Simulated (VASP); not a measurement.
# AlN (F-43m) in VASP: G0W0 quasiparticle levels with PBE

Aim: the G0W0 quasiparticle levels of AlN with PBE.

Everything below comes from runs of VASP 6.6.1. Logs are shortened: lines on timing, memory, paths and dates and some standing lists are left out, and cuts for length are marked.

### 1 The cell of the first run

Symmetry: F-43m, No. 216, cubic system. The conventional cell has a = 4.370 Å, b = 4.370 Å, c = 4.370 Å, α = 90.00°, β = 90.00°, γ = 90.00°. Al (site symmetry -43m) has 4 N at 1.89 Å within 2.5 Å. N (site symmetry -43m) has 4 Al at 1.89 Å within 2.5 Å.

### 2 G0W0 quasiparticle levels, PBE

POSCAR

```
AlN
1.0
    0.0000000000      2.1848764208      2.1848764208
    2.1848764208      0.0000000000      2.1848764208
    2.1848764208      2.1848764208      0.0000000000
Al N
1 1
Direct
    0.0000000000      0.0000000000      0.0000000000
    0.2500000000      0.2500000000      0.2500000000
```

INCAR.step1

```
ALGO = Normal
EDIFF = 1E-8
ENCUT = 500
GGA = PE
ISMEAR = 0
LASPH = T
LCHARG = F
LREAL = F
LWAVE = T
NELM = 80
PREC = Accurate
SIGMA = 0.01
```

INCAR.step2

```
ALGO = Exact
EDIFF = 1E-8
ENCUT = 500
GGA = PE
ISMEAR = 0
ISTART = 1
LASPH = T
LCHARG = F
LOPTICS = T
LREAL = F
LWAVE = T
NBANDS = 94
NELM = 1
PREC = Accurate
SIGMA = 0.01
```

INCAR.step3

```
ALGO = EVGW0
EDIFF = 1E-8
ENCUT = 500
ENCUTGW = 110.0
GGA = PE
ISMEAR = 0
ISTART = 1
LASPH = T
LCHARG = F
LREAL = F
LWAVE = F
NBANDS = 94
NBANDSGW = 12
NELMGW = 1
NOMEGA = 48
PREC = Accurate
PRECFOCK = Fast
SIGMA = 0.01
```

KPOINTS

```
k-points
0
Gamma
  4 4 4
```

Potentials or basis: VASP PAW PBE potentials, release 64 (Al_GW, N_GW).

Command:

```bash
> cat potpaw_PBE.64/Al_GW/POTCAR potpaw_PBE.64/N_GW/POTCAR > POTCAR
> cp INCAR.step1 INCAR
> mpirun -np 1 vasp_std > vasp.out
> cp INCAR.step2 INCAR
> mpirun -np 1 vasp_std > vasp.out
> cp INCAR.step3 INCAR
> mpirun -np 1 vasp_std > vasp.out
```

OUTCAR:

```text
EDIFF = 1E-8
   ENCUT = 500
   ENCUTGW = 110.0
   GGA = PE
   ISMEAR = 0
   ISTART = 1
   LASPH = T
   LREAL = F
   NELMGW = 1
   PREC = Accurate
   PRECFOCK = Fast

 ion  position               nearest neighbor table
   1  0.000  0.000  0.000-   2 1.89   2 1.89   2 1.89   2 1.89
   2  0.250  0.250  0.250-   1 1.89   1 1.89   1 1.89   1 1.89

  LATTYP: Found a face centered cubic cell.
 ALAT       =     4.3697528416

  Lattice vectors:

 A1 = (   0.0000000000,   2.1848764208,   2.1848764208)
 A2 = (   2.1848764208,   0.0000000000,   2.1848764208)
 A3 = (   2.1848764208,   2.1848764208,   0.0000000000)

Analysis of symmetry for initial positions (statically):
=====================================================================
 Subroutine PRICEL returns:
 Original cell was already a primitive cell.

 Routine SETGRP: Setting up the symmetry group for a
 face centered cubic supercell.

 Subroutine GETGRP returns: Found 24 space group operations
 (whereof 24 operations were pure point group operations)
 out of a pool of 48 trial point group operations.

The static configuration has the point symmetry T_d .

Analysis of symmetry for dynamics (positions and initial velocities):
=====================================================================
 Subroutine PRICEL returns:
 Original cell was already a primitive cell.

 Routine SETGRP: Setting up the symmetry group for a
 face centered cubic supercell.

 Subroutine GETGRP returns: Found 24 space group operations
 (whereof 24 operations were pure point group operations)
 out of a pool of 48 trial point group operations.

The dynamic configuration has the point symmetry T_d .

 Subroutine INISYM returns: Found 24 space group operations
 (whereof 24 operations are pure point group operations),
 and found     1 'primitive' translations

----------------------------------------------------------------------------------------

                                     Primitive cell

  volume of cell :      20.8598

  direct lattice vectors                    reciprocal lattice vectors
     0.000000000  2.184876421  2.184876421    -0.228845895  0.228845895  0.228845895
     2.184876421  0.000000000  2.184876421     0.228845895 -0.228845895  0.228845895
     2.184876421  2.184876421  0.000000000     0.228845895  0.228845895 -0.228845895

  length of vectors
     3.089881866  3.089881866  3.089881866     0.396372717  0.396372717  0.396372717

  position of ions in fractional coordinates (direct lattice)
     0.000000000  0.000000000  0.000000000
     0.250000000  0.250000000  0.250000000

  ion indices of the primitive-cell ions
   primitive index   ion index
                 1           1
                 2           2

----------------------------------------------------------------------------------------

 KPOINTS: k-points

Automatic generation of k-mesh.
 Grid dimensions read from file:
 generate k-points for:    4    4    4

 Generating k-lattice:

  Cartesian coordinates                     Fractional coordinates (reciprocal lattice)
    -0.057211474  0.057211474  0.057211474     0.250000000  0.000000000  0.000000000
     0.057211474 -0.057211474  0.057211474     0.000000000  0.250000000  0.000000000
     0.057211474  0.057211474 -0.057211474     0.000000000  0.000000000  0.250000000

  Length of vectors
     0.099093179  0.099093179  0.099093179

  Shift w.r.t. Gamma in fractional coordinates (k-lattice)
     0.000000000  0.000000000  0.000000000

 Subroutine IBZKPT returns following result:
 ===========================================

 Found      8 irreducible k-points:

 Following reciprocal coordinates:
            Coordinates               Weight
  0.000000  0.000000  0.000000      1.000000
  0.250000  0.000000  0.000000      8.000000
  0.500000  0.000000  0.000000      4.000000
  0.250000  0.250000  0.000000      6.000000
  0.500000  0.250000  0.000000     24.000000
 -0.250000  0.250000  0.000000     12.000000
  0.500000  0.500000  0.000000      3.000000
 -0.250000  0.500000  0.250000      6.000000
   k-points           NKPTS =      8   k-points in BZ     NKDIM =     64   number of bands    NBANDS=     94
   number of dos      NEDOS =    301   number of ions     NIONS =      2
   total plane-waves  NPLWV =  13824
   dimension x,y,z NGX =    24 NGY =   24 NGZ =   24
   dimension x,y,z NGXF=    48 NGYF=   48 NGZF=   48
   ions per type =               1   1
   NGX,Y,Z   is equivalent  to a cutoff of  12.91, 12.91, 12.91 a.u.
   NGXF,Y,Z  is equivalent  to a cutoff of  25.83, 25.83, 25.83 a.u.
 SYSTEM =  unknown system
   PREC   = accura    normal or accurate (medium, high low for compatibility)
   ISTART =      1    job   : 0-new  1-cont  2-samecut
   ICHARG =      0    charge: 1-file 2-atom 10-const
   ISPIN  =      1    spin polarized calculation?
   LNONCOLLINEAR =      F non collinear calculations
   LSORBIT =      F    spin-orbit coupling
   LASPH  =      T    aspherical Exc in radial PAW
   ENCUT  =  500.0 eV  36.75 Ry    6.06 a.u.   5.63  5.63  5.63*2*pi/ulx,y,z
   NELM   =     60;   NELMIN=  2; NELMDL=  0     # of ELM steps
   EDIFF  = 0.1E-07   stopping-criterion for ELM
   LREAL  =      F    real-space projection
   EDIFFG = 0.1E-06   stopping-criterion for IOM
   NSW    =      0    number of steps for IOM
   IBRION =     -1    ionic relax: 0-MD 1-quasi-New 2-CG
   NFREE  =      0    steps in history (QN), initial steepest desc. (CG)
   ISIF   =      0    stress and relaxation
   ISYM   =      3    0-nonsym 1-usesym 2-fastsym
   POTIM  = 0.5000    time-step for ionic-motion
   TEBEG  =    0.0;   TEEND  =   0.0 temperature during run
   PSTRESS=    0.0 pullay stress
   NELECT =       8.0000    total number of electrons
   NUPDOWN=      -1.0000    fix difference up-down
   EMIN   =  10.00;   EMAX   =-10.00  energy-range for DOS
   EFERMI =   0.00;   METHOD = LEGACY
   ISMEAR =     0;   SIGMA  =   0.01  broadening in eV -4-tet -1-fermi 0-gaus
   EFERMI_NEDOS =   21; number of points for ismear=-14 and -15
   IALGO  =     38    algorithm
   IMIX   =      4    mixing-type and parameters
     AMIX     =   0.40;   BMIX     =  1.00
     AMIX_MAG =   1.60;   BMIX_MAG =  1.00
  volume/ion in A,a.u.               =      10.43        70.38
  Fermi-wavevector in a.u.,A,eV,Ry     =   1.189418  2.247675 19.248378  1.414716
  Thomas-Fermi vector in A             =   2.325526
   LORBIT       =      0    0 simple, 1 ext, 2 COOP (PROOUT), +10 PAW based schemes
   GGA     = PE    functional components
   LHFCALC =     T    Hartree Fock is set to
   PRECFOCK=fast      Normal, Fast or Accurate (Low or Medium for compatibility)
   ENCUT4O =  -1.0   cutoff for four orbital integrals eV
   NKREDX  =     1    reduce k-point grid by
   NKREDY  =     1    reduce k-point grid by
   NKREDZ  =     1    reduce k-point grid by
   AEXX    =    1.0000 exact exchange contribution
   HFSCREEN=    0.0000 screening length (either q_TF or 0.3 A-1)
   HFSCREENC=   0.0000 screening length for correlation (either q_TF or 0.3 A-1)
   ENCUTFOCK=  -1.0 apply spherical cutoff to Coloumb kernel
   IVDW    =     0    specifies the selected vdW correction
   LEPSILON=     F    determine dielectric tensor
   LRPA    =     F    only Hartree local field effects (RPA)
   LRPAFORCE           =     F    calculate RPA forces
   ENCUTGW             = 110.0    cutoff for response function in eV
   ENCUTGWSOFT         =  88.0    soft cutoff for Coulomb kernel in GW response function in eV
   ENCUTLF             =  -1.0    cutoff for local field effects
   NELMGW              =     1    number of iterations in solving QP/BSE equation
   NELMHF              =     1    number of iterations in the inner HF iteration
   NKREDLFX            =     1    NKREDLFY  =   1   NKREDLFZ  =   1
 non-spin polarized calculation
 Gauss-broadening in eV      SIGMA  =   0.01
  energy-cutoff  :      500.00
  volume of cell :       20.86
 maximum number of plane-waves:       544
 NGX is ok and might be reduce to    24
  NGX = 14; NGY = 14; NGZ = 14
   NGX = 11   NGY = 11   NGZ = 11
 maximum number of plane-waves:        59
 NGX is ok and might be reduce to    14

 QP shifts <psi_nk| G(iteration)W_0 |psi_nk>: iteration 1
 for sc-GW calculations column KS-energies equals QP-energies in previous step
 and V_xc(KS)=  KS-energies - (<T + V_ion + V_H > + <T+V_H+V_ion>^1  + <V_x>^1)

 k-point   1 :       0.0000    0.0000    0.0000
  band No.  KS-energies  QP-energies   sigma(KS)   V_xc(KS)     V^pw_x(r,r')   Z            occupation Imag(sigma)

      1     -10.0190     -11.3899     -16.7172     -14.7838     -24.7534       0.7090       2.0000       1.2979
      2       4.9672       4.2009     -17.7387     -16.7525     -20.8949       0.7769       2.0000       0.1211
      3       4.9672       4.2009     -17.7387     -16.7525     -20.8949       0.7769       2.0000       0.1211
      4       4.9672       4.2009     -17.7387     -16.7525     -20.8949       0.7769       2.0000       0.1211
      5       9.1364       9.8692     -11.5813     -12.4955      -7.6583       0.8016       0.0000      -0.0911
      6      17.4795      18.4077      -9.1025     -10.2687      -4.0096       0.7959       0.0000      -0.1591
      7      17.4795      18.4077      -9.1025     -10.2687      -4.0096       0.7959       0.0000      -0.1591
      8      17.4795      18.4077      -9.1025     -10.2687      -4.0096       0.7959       0.0000      -0.1591
      9      22.6118      23.5823      -9.2141     -10.4456      -3.6806       0.7881       0.0000      -0.3071
     10      22.6118      23.5823      -9.2141     -10.4456      -3.6806       0.7881       0.0000      -0.3071
     11      24.0093      24.4985      -9.0081      -9.6358      -2.5812       0.7792       0.0000      -0.8156
     12      24.0093      24.4985      -9.0081      -9.6358      -2.5812       0.7792       0.0000      -0.8156

 k-point   2 :       0.2500    0.0000    0.0000
  band No.  KS-energies  QP-energies   sigma(KS)   V_xc(KS)     V^pw_x(r,r')   Z            occupation Imag(sigma)
[... 97 lines left out ...]
      1      -7.2765      -8.5384     -18.6286     -16.8778     -26.2638       0.7207       2.0000       0.9221
      2       1.1731       0.0601     -15.4858     -13.9998     -19.2330       0.7489       2.0000       0.1906
      3       1.5230       0.3729     -15.4626     -13.9332     -19.0964       0.7520       2.0000       0.1741
      4       2.2595       1.1856     -15.1735     -13.7720     -18.3962       0.7663       2.0000       0.1449
      5      10.9946      11.7102     -10.8745     -11.7747      -6.8261       0.7949       0.0000      -0.1017
      6      16.3738      17.3036     -10.7500     -11.9308      -5.8346       0.7875       0.0000      -0.1536
      7      16.9024      17.6851      -9.4301     -10.4264      -4.0297       0.7856       0.0000      -0.2214
      8      17.1081      18.4623     -11.9180     -13.6738      -6.6466       0.7713       0.0000      -0.1778
      9      22.1528      23.1312      -9.9555     -11.2561      -3.5281       0.7523       0.0000      -0.4515
     10      23.8339      24.6203      -9.6629     -10.6849      -3.3614       0.7695       0.0000      -0.5459
     11      29.9142      31.4223     -10.9621     -12.9284      -4.1151       0.7670       0.0000      -0.8851
     12      30.2328      31.4530     -10.5861     -12.1104      -4.0476       0.8005       0.0000      -1.0581
```

Run time: 46 s. Hardware: 1 thread of AMD EPYC 7R13 (Zen 3), shared host; peak memory 0.16 GiB.

What came out:

```
Quasiparticle gap                                   : 4.47 eV
Least direct quasiparticle gap                      : 5.67 eV
Band gap of the starting levels on the mesh         : 3.29 eV
Least direct gap of the starting levels on the mesh : 4.17 eV
```

Caveat: the k points lie up to 0.62 Å⁻¹ apart; bands, screening cutoff and mesh are small and nothing is extrapolated, so the quasiparticle values aren't converged.
